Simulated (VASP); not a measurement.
Here is a VASP 6.6.1 calculation.

The input INCAR:

```
SYSTEM = Nb
PREC = Accurate
ENCUT = 520
EDIFF = 1E-6
ISMEAR = 0
SIGMA = 0.016
LREAL = .FALSE.
LASPH = .TRUE.
NELM = 80
ALGO = Fast
ISIF = 2
LWAVE = .FALSE.
LCHARG = .FALSE.
GGA = PE
NBANDS = 12
```

The input KPOINTS:

```
regular mesh
0
G
  11 11 11
  0 0 0
```

POSCAR

```
Nb
1.0
    0.0000000000      2.1150000000      2.1150000000
    2.1150000000      0.0000000000      2.1150000000
    2.1150000000      2.1150000000      0.0000000000
Nb
1
Direct
    0.0000000000      0.0000000000      0.0000000000
```

Potentials or basis: VASP PAW PBE potentials, release 64 (Nb_sv).

Run with:

```bash
$ cat potpaw_PBE.64/Nb_sv/POTCAR > POTCAR
$ mpirun -np 1 vasp_std > vasp.out
```

Question: What does it give for the pressure?

Answer: -2.3 GPa.
